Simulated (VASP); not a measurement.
# Si in VASP: a series of runs

The runs below take Si through single point, with LDA.

Everything below comes from runs of VASP 6.6.1. Logs are shortened: lines on timing, memory, paths and dates and some standing lists are left out, and cuts for length are marked.

## (1) The cell of the first run

Symmetry: Cmcm, No. 63, orthorhombic system. The conventional cell has a = 3.979 Å, b = 6.277 Å, c = 6.289 Å, α = 90.00°, β = 90.00°, γ = 90.00°. Si (site symmetry m) has 4 Si at 2.24 to 2.38 Å within 3.0 Å.

## (2) Single point, LDA (engineering shear strain xy +0.0000, strain +e along x and -e along y +0.0467)

INCAR

```
SYSTEM = Si
PREC = Accurate ; ENCUT = 520
EDIFF = 1E-6 ; ISMEAR = 0
SIGMA = 0.03 ; LREAL = .FALSE.
LASPH = .TRUE. ; NELM = 60
ALGO = Normal ; ISIF = 2
LWAVE = .FALSE. ; LCHARG = .FALSE.
GGA = CA ; NBANDS = 16
```

KPOINTS

```
Automatic mesh
0
G
  12 12 6
  0 0 0
```

POSCAR

```
Si
1.0
    3.9792238135      0.0000000000      0.0000000000
   -1.9896119068      3.1386028697      0.0000000000
    0.0000000000      0.0000000000      6.2886938331
Si
4
Direct
    0.3333333333      0.6666666667      0.0630360460
    0.6666666667      0.3333333333      0.5630360460
    0.3333333333      0.6666666667      0.4369639540
    0.6666666667      0.3333333333      0.9369639540
```

Potentials or basis: VASP PAW LDA potentials, release 64 (Si).

Started as:

```console
> cat potpaw_LDA.64/Si/POTCAR > POTCAR
> mpirun -np 1 vasp_std > vasp.out
```

OUTCAR:

```text
SYSTEM = Si
   PREC = Accurate
   ENCUT = 520
   EDIFF = 1E-6
   ISMEAR = 0
   LREAL = .FALSE.
   LASPH = .TRUE.
   NELM = 60
   ISIF = 2
   GGA = CA

 ion  position               nearest neighbor table
   1  0.333  0.667  0.063-   4 2.24   3 2.35   4 2.38   4 2.38
   2  0.667  0.333  0.563-   3 2.24   4 2.35   3 2.38   3 2.38
   3  0.333  0.667  0.437-   2 2.24   1 2.35   2 2.38   2 2.38
   4  0.667  0.333  0.937-   1 2.24   2 2.35   1 2.38   1 2.38

  Warning from LATTYP: Monoclinic adjustment (A1->A3, A2->A1, A3->A2)!
  LATTYP: Found a base centered orthorhombic cell.
 ALAT       =     3.9792238135
 B/A-ratio  =     1.5774950175
 C/A-ratio  =     1.5803820363

  Lattice vectors:

 A1 = (   1.9896119068,  -3.1386028697,   0.0000000000)
 A2 = (   1.9896119067,   3.1386028697,   0.0000000000)
 A3 = (   0.0000000000,   0.0000000000,   6.2886938331)

Analysis of symmetry for initial positions (statically):
=====================================================================
 Subroutine PRICEL returns:
 Original cell was already a primitive cell.

 Routine SETGRP: Setting up the symmetry group for a
 base centered orthorhombic supercell.

 Subroutine GETGRP returns: Found  8 space group operations
 (whereof  4 operations were pure point group operations)
 out of a pool of  8 trial point group operations.

The static configuration has the point symmetry C_2h.
 The point group associated with its full space group is D_2h.

Analysis of symmetry for dynamics (positions and initial velocities):
=====================================================================
 Subroutine PRICEL returns:
 Original cell was already a primitive cell.

 Routine SETGRP: Setting up the symmetry group for a
 base centered orthorhombic supercell.

 Subroutine GETGRP returns: Found  8 space group operations
 (whereof  4 operations were pure point group operations)
 out of a pool of  8 trial point group operations.

The dynamic configuration has the point symmetry C_2h.
 The point group associated with its full space group is D_2h.

 Subroutine INISYM returns: Found  8 space group operations
 (whereof  4 operations are pure point group operations),
 and found     1 'primitive' translations

----------------------------------------------------------------------------------------

                                     Primitive cell

  volume of cell :      78.5408

  direct lattice vectors                    reciprocal lattice vectors
     3.979223813  0.000000000  0.000000000     0.251305291  0.159306552  0.000000000
    -1.989611907  3.138602870  0.000000000     0.000000000  0.318613103  0.000000000
     0.000000000  0.000000000  6.288693833     0.000000000  0.000000000  0.159015533

  length of vectors
     3.979223813  3.716097888  6.288693833     0.297544832  0.318613103  0.159015533

  position of ions in fractional coordinates (direct lattice)
     0.333333333  0.666666667  0.063036046
     0.666666667  0.333333333  0.563036046
     0.333333333  0.666666667  0.436963954
     0.666666667  0.333333333  0.936963954

  ion indices of the primitive-cell ions
   primitive index   ion index
                 1           1
                 2           2
                 3           3
                 4           4

----------------------------------------------------------------------------------------

 KPOINTS: Automatic mesh

Automatic generation of k-mesh.
 Grid dimensions read from file:
 generate k-points for:   12   12    6

 Generating k-lattice:

  Cartesian coordinates                     Fractional coordinates (reciprocal lattice)
     0.020942108  0.013275546  0.000000000     0.083333333  0.000000000  0.000000000
     0.000000000  0.026551092  0.000000000     0.000000000  0.083333333  0.000000000
     0.000000000  0.000000000  0.026502589     0.000000000  0.000000000  0.166666667

  Length of vectors
     0.024795403  0.026551092  0.026502589

  Shift w.r.t. Gamma in fractional coordinates (k-lattice)
     0.000000000  0.000000000  0.000000000

 Subroutine IBZKPT returns following result:
 ===========================================

 Found    172 irreducible k-points:

 Following reciprocal coordinates:
            Coordinates               Weight
  0.000000  0.000000  0.000000      1.000000
  0.083333  0.000000  0.000000      4.000000
  0.166667  0.000000  0.000000      4.000000
  0.250000  0.000000  0.000000      4.000000
  0.333333  0.000000  0.000000      4.000000
  0.416667  0.000000  0.000000      4.000000
[... 16 lines left out ...]
  0.333333  0.166667  0.000000      4.000000
  0.416667  0.166667  0.000000      4.000000
 [... further k-points ...]
   k-points           NKPTS =    172   k-points in BZ     NKDIM =    172   number of bands    NBANDS=     16
   number of dos      NEDOS =    301   number of ions     NIONS =      4
   total plane-waves  NPLWV =  40320
   dimension x,y,z NGX =    30 NGY =   28 NGZ =   48
   dimension x,y,z NGXF=    60 NGYF=   56 NGZF=   96
   ions per type =               4
   NGX,Y,Z   is equivalent  to a cutoff of  12.53, 12.53, 12.69 a.u.
   NGXF,Y,Z  is equivalent  to a cutoff of  25.07, 25.05, 25.38 a.u.
 SYSTEM =  Si
   PREC   = accura    normal or accurate (medium, high low for compatibility)
   ISTART =      0    job   : 0-new  1-cont  2-samecut
   ICHARG =      2    charge: 1-file 2-atom 10-const
   ISPIN  =      1    spin polarized calculation?
   LNONCOLLINEAR =      F non collinear calculations
   LSORBIT =      F    spin-orbit coupling
   LASPH  =      T    aspherical Exc in radial PAW
   ENCUT  =  520.0 eV  38.22 Ry    6.18 a.u.   7.40  6.91 11.69*2*pi/ulx,y,z
   NELM   =     60;   NELMIN=  2; NELMDL= -5     # of ELM steps
   EDIFF  = 0.1E-05   stopping-criterion for ELM
   LREAL  =      F    real-space projection
   EDIFFG = 0.1E-04   stopping-criterion for IOM
   NSW    =      0    number of steps for IOM
   IBRION =     -1    ionic relax: 0-MD 1-quasi-New 2-CG
   NFREE  =      0    steps in history (QN), initial steepest desc. (CG)
   ISIF   =      2    stress and relaxation
   ISYM   =      2    0-nonsym 1-usesym 2-fastsym
   POTIM  = 0.5000    time-step for ionic-motion
   TEBEG  =    0.0;   TEEND  =   0.0 temperature during run
   PSTRESS=    0.0 pullay stress
   NELECT =      16.0000    total number of electrons
   NUPDOWN=      -1.0000    fix difference up-down
   EMIN   =  10.00;   EMAX   =-10.00  energy-range for DOS
   EFERMI =   0.00;   METHOD = LEGACY
   ISMEAR =     0;   SIGMA  =   0.03  broadening in eV -4-tet -1-fermi 0-gaus
   EFERMI_NEDOS =   21; number of points for ismear=-14 and -15
   IALGO  =     38    algorithm
   IMIX   =      4    mixing-type and parameters
     AMIX     =   0.40;   BMIX     =  1.00
     AMIX_MAG =   1.60;   BMIX_MAG =  1.00
  volume/ion in A,a.u.               =      19.64       132.50
  Fermi-wavevector in a.u.,A,eV,Ry     =   0.963274  1.820324 12.624798  0.927896
  Thomas-Fermi vector in A             =   2.092805
   LORBIT       =      0    0 simple, 1 ext, 2 COOP (PROOUT), +10 PAW based schemes
   GGA     = CA    functional components
   LHFCALC =     F    Hartree Fock is set to
   AEXX    =    0.0000 exact exchange contribution
   IVDW    =     0    specifies the selected vdW correction
   LEPSILON=     F    determine dielectric tensor
   LRPA    =     F    only Hartree local field effects (RPA)
 non-spin polarized calculation
 Gauss-broadening in eV      SIGMA  =   0.03
  energy-cutoff  :      520.00
  volume of cell :       78.54
 maximum number of plane-waves:      2136
 NGX is ok and might be reduce to    30
   NGX = 15   NGY = 13   NGZ = 23

 number of electron      15.9999999 magnetization

 Free energy of the ion-electron system (eV)
  ---------------------------------------------------
  ext. energy  EPLUGINS =         0.00000000
  ---------------------------------------------------
  free energy    TOTEN  =       -23.60607661 eV

  energy without entropy =      -23.60598092  energy(sigma->0) =      -23.60602876

 E-fermi :   6.1255     XC(G=0):  -9.6775

 val. band max:        6.1178203244   @ k =   0.0000   0.4167   0.1667
 cond. band min:       6.1300675304   @ k =   0.0000   0.0000   0.0000
 fundamental gap:      0.0122472060
 Fermi energy:         6.1254792843

 k-point     1 :       0.0000    0.0000    0.0000
  band No.  band energies     occupation
      1      -6.1506      2.00000
      2      -3.8156      2.00000
      3      -1.1449      2.00000
      4       4.5412      2.00000
      5       4.8176      2.00000
      6       5.8734      2.00000
[... 8 lines left out ...]
     15      11.5156      0.00000
     16      11.7704      0.00000

 k-point     2 :       0.0833    0.0000    0.0000
  band No.  band energies     occupation
      1      -6.0722      2.00000
      2      -3.7360      2.00000
      3      -1.1012      2.00000
      4       3.8660      2.00000
      5       4.6141      2.00000
      6       5.5208      2.00000
[... 8 lines left out ...]
     15      11.3699      0.00000
     16      11.6447      0.00000

 k-point     3 :       0.1667    0.0000    0.0000
  band No.  band energies     occupation
      1      -5.8393      2.00000
      2      -3.4994      2.00000
      3      -0.9967      2.00000
      4       2.6481      2.00000
      5       4.2701      2.00000
      6       4.2838      2.00000
[... 8 lines left out ...]
     15      11.1860      0.00000
     16      12.0856      0.00000

 k-point     4 :       0.2500    0.0000    0.0000
  band No.  band energies     occupation
      1      -5.4606      2.00000
      2      -3.1136      2.00000
      3      -0.9536      2.00000
      4       1.5967      2.00000
      5       2.9575      2.00000
      6       3.9383      2.00000
[... 8 lines left out ...]
     15      12.2631      0.00000
     16      12.5792      0.00000
[... 324 lines left out ...]
 k-point    22 :       0.2500    0.1667    0.0000
  band No.  band energies     occupation
      1      -4.6136      2.00000
      2      -2.2417      2.00000
      3      -1.3560      2.00000
      4       1.3091      2.00000
      5       1.5210      2.00000
      6       2.3837      2.00000
[... 8 lines left out ...]
     15      11.3915      0.00000
     16      12.8893      0.00000

 k-point    23 :       0.3333    0.1667    0.0000
  band No.  band energies     occupation
      1      -4.0690      2.00000
      2      -1.9913      2.00000
      3      -1.6754      2.00000
      4       0.6321      2.00000
      5       1.4123      2.00000
      6       2.1769      2.00000
[... 8 lines left out ...]
     15      12.5440      0.00000
     16      12.7261      0.00000

 k-point    24 :       0.4167    0.1667    0.0000
  band No.  band energies     occupation
      1      -3.8484      2.00000
      2      -2.2578      2.00000
      3      -1.4477      2.00000
      4       0.3246      2.00000
      5       1.3949      2.00000
      6       2.2593      2.00000
[... 8 lines left out ...]
     15      12.4074      0.00000
     16      12.8606      0.00000

 [... further k-points ...]

------------------------ aborting loop because EDIFF is reached ----------------------------------------

  FORCE on cell =-STRESS in cart. coord.  units (eV):
  Direction    XX          YY          ZZ          XY          YZ          ZX
  --------------------------------------------------------------------------------------
  -------------------------------------------------------------------------------------
  Total       -3.5899065      4.6680151      0.0209697     -0.0000000      0.0000000      0.0000000
  in kB      -73.2316011     95.2242686      0.4277676     -0.0000000      0.0000000      0.0000000
  external PRESSURE =       7.4734784 kB  Pullay stress =       0.0000000 kB

 VOLUME and BASIS-vectors are now :
 -----------------------------------------------------------------------------
  energy-cutoff  :      520.00
  volume of cell :       78.54
      direct lattice vectors                 reciprocal lattice vectors
     3.979223813  0.000000000  0.000000000     0.251305291  0.159306552  0.000000000
    -1.989611907  3.138602870  0.000000000     0.000000000  0.318613103  0.000000000
     0.000000000  0.000000000  6.288693833     0.000000000  0.000000000  0.159015533

 POSITION                                       TOTAL-FORCE (eV/Angst)
 -----------------------------------------------------------------------------------
     -0.00000      2.09240      0.39641         0.000000     -0.952675      0.096505
      1.98961      1.04620      3.54076        -0.000000      0.952675      0.096505
     -0.00000      2.09240      2.74793         0.000000     -0.952675     -0.096505
      1.98961      1.04620      5.89228        -0.000000      0.952675     -0.096505
 -----------------------------------------------------------------------------------
    total drift:                               -0.000000      0.000000     -0.000000

  FREE ENERGIE OF THE ION-ELECTRON SYSTEM (eV)
  ---------------------------------------------------
  free  energy   TOTEN  =       -23.6060766127 eV

  energy  without entropy=      -23.6059809169  energy(sigma->0) =      -23.60602876
```

It took 2.6 min on 1 thread of Intel Xeon Platinum 8488C (Sapphire Rapids), shared host; peak memory 0.26 GiB.

Results:

```
Free energy            : -23.6061 eV
Pressure               : 0.7 GPa
Largest force          : 0.958 eV/Å
Band gap on the k mesh : zero (bands 8 and 9 overlap by 0.44 eV)
```

Forces in eV/Å, atoms in the order of the input:
```
Si   0.000 -0.953  0.097
Si   0.000  0.953  0.097
Si   0.000 -0.953 -0.097
Si   0.000  0.953 -0.097
```

Levels at points of the mesh, in eV from the Fermi level:
```
           k point  band 6  band 7  band 8  band 9  band 10  band 11
(0.00, 0.00, 0.00)   -0.25    0.00    0.24    0.82     1.61     2.38
(0.50, 0.00, 0.00)   -3.08   -2.59   -1.06    0.72     2.80     3.01
(0.00, 0.50, 0.00)   -3.56   -3.03   -1.86   -0.21     1.66     2.63
(0.00, 0.00, 0.50)   -0.97   -0.68   -0.68    1.65     1.65     2.55
(0.50, 0.00, 0.50)   -2.51   -2.01   -2.01    1.15     1.15     1.72
(0.00, 0.50, 0.50)   -2.90   -2.31   -2.31    0.36     0.36     1.71
```

Caveat: the cell differs from its parent crystal (engineering shear strain xy +0.0000, strain +e along x and -e along y +0.0467); semilocal functionals underestimate gaps, so a narrow gap can read as zero.

## (3) Single point, LDA (engineering shear strain xy -0.0267, strain +e along x and -e along y +0.0700)

INCAR

```
  PREC = Accurate
  ENCUT = 520
  EDIFF = 1E-6
  ISMEAR = 0
  SIGMA = 0.03
  LREAL = False
  LASPH = True
  NELM = 60
  ALGO = Normal
  ISIF = 2
  LWAVE = False
  LCHARG = False
  NBANDS = 16
```

KPOINTS

```
regular mesh
0
Gamma
  12 12 6
```

Changes to POSCAR since step 2:

```diff
@@ -2,4 +2,4 @@
 1.0
-    3.9792238135      0.0000000000      0.0000000000
-   -1.9896119068      3.1386028697      0.0000000000
+    4.0678030768     -0.0507524963      0.0000000000
+   -2.0778544895      3.0872672257      0.0000000000
     0.0000000000      0.0000000000      6.2886938331
```

Potentials or basis: VASP PAW LDA potentials, release 64 (Si).

Started as:

```console
> cat potpaw_LDA.64/Si/POTCAR > POTCAR
> mpirun -np 1 vasp_std > vasp.out
```

Wall time 4.9 min (1 thread of Intel Xeon Platinum 8488C (Sapphire Rapids), shared host); peak memory 0.35 GiB.

Results (log left out):

```
Free energy            : -23.3466 eV
Pressure               : 1.7 GPa
Largest force          : 1.571 eV/Å
Band gap on the k mesh : zero (bands 8 and 9 overlap by 0.76 eV)
```

Forces on the atoms (eV/Å):
```
Si   0.157 -1.547  0.227
Si  -0.157  1.547  0.227
Si   0.157 -1.547 -0.227
Si  -0.157  1.547 -0.227
```

Stress tensor (GPa, compression positive):
```
-10.29   2.10   0.00
  2.10  15.25   0.00
  0.00   0.00   0.21
```

Levels at points of the mesh, in eV from the Fermi level:
| k point | band 6 | band 7 | band 8 | band 9 | band 10 | band 11 |
| --- | --- | --- | --- | --- | --- | --- |
| (0.00, 0.00, 0.00) | -0.15 | 0.05 | 0.39 | 0.63 | 1.58 | 2.41 |
| (0.50, 0.00, 0.00) | -3.09 | -2.37 | -0.93 | 0.84 | 2.91 | 3.07 |
| (0.00, 0.50, 0.00) | -3.73 | -2.97 | -2.01 | -0.37 | 1.40 | 2.47 |
| (0.50, 0.50, 0.00) | -3.00 | -2.18 | -0.66 | 1.17 | 3.12 | 3.28 |
| (0.00, 0.00, 0.50) | -0.94 | -0.52 | -0.52 | 1.50 | 1.50 | 2.49 |
| (0.50, 0.00, 0.50) | -2.49 | -1.83 | -1.83 | 1.26 | 1.26 | 1.81 |
| (0.00, 0.50, 0.50) | -3.06 | -2.20 | -2.20 | 0.18 | 0.18 | 1.85 |
| (0.50, 0.50, 0.50) | -2.51 | -1.60 | -1.60 | 1.35 | 1.35 | 2.01 |

Caveat: the cell differs from its parent crystal (engineering shear strain xy -0.0267, strain +e along x and -e along y +0.0700); semilocal functionals underestimate gaps, so a narrow gap can read as zero; forces of over 1 eV/Å act on the atoms, so gaps and moduli don't describe the material at rest.
